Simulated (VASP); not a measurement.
Set up this calculation in VASP 6.6.1, as the native input.

* Task: relaxation of cell and atoms
* Functional: PBE
* Potentials or basis: VASP PAW PBE potentials, release 64 (Si, B, W_sv)
* Cutoff: 600 eV
* k mesh: 12 × 12 × 8
* Occupations: gaussian, width 0.1 eV
* Spin: no spin polarisation
* Dipole correction: no
* Further INCAR settings: ALGO = Normal; EDIFF = 1e-06; IBRION = 2; EDIFFG = -0.01; NSW = 100; ISIF = 3

The structure of SiB3W lies in POSCAR:

```
SiB3W
1.0
    3.9104431285      0.0000000000      0.0000000000
   -1.9552215643      3.3865430894      0.0000000000
    0.0000000000      0.0000000000      4.6511672023
Si B W
1 3 1
Direct
    0.0000000000      0.0000000000      0.0000000000
    0.5000000000      0.0000000000      0.0000000000
    0.0000000000      0.5000000000      0.0000000000
    0.5000000000      0.5000000000      0.0000000000
    0.0000000000      0.0000000000      0.5000000000
```

The cell was generated, and may not be a known phase.

One way to write it, as run:

INCAR

```
SYSTEM = SiB3W
ALGO = Normal ; EDIFF = 1E-6
EDIFFG = -0.01 ; ENCUT = 600
GGA = PE ; IBRION = 2
ISIF = 3 ; ISMEAR = 0
LASPH = .TRUE. ; LCHARG = .FALSE.
LREAL = .FALSE. ; LWAVE = .FALSE.
NELM = 80 ; NSW = 100
PREC = Accurate ; SIGMA = 0.1
```

KPOINTS

```
k-points
0
G
  12 12 8
  0 0 0
```

Potentials or basis: VASP PAW PBE potentials, release 64 (Si, B, W_sv).

Run with:

```console
$ cat potpaw_PBE.64/Si/POTCAR potpaw_PBE.64/B/POTCAR potpaw_PBE.64/W_sv/POTCAR > POTCAR
$ mpirun -np 1 vasp_std > vasp.out
```

Results of the run:

| Quantity | Value |
| --- | --- |
| Relaxed volume | 12.31 Å³/atom |
| Relaxed cell | a = 3.917 Å, b = 3.917 Å, c = 4.632 Å, α = 90.00°, β = 90.00°, γ = 120.00° |
| Space group after relaxing (to 0.1 Å) | P6/mmm (No. 191) |
| Energy gained by relaxing | 0.3 meV/atom |
| Ionic steps | 3 |
| Pressure after relaxing | 0.0 GPa |
| Band gap on the k mesh | zero (an odd number of electrons rules out a gap without spin polarisation) |

Caveat: the highest band is partly filled, so the run has too few bands; spin-orbit coupling is left out, which moves the levels of the heavy elements.

Run time: 5.5 min on 1 thread of Intel Xeon 8259CL, with other jobs on the host, peak memory 0.3 GiB.
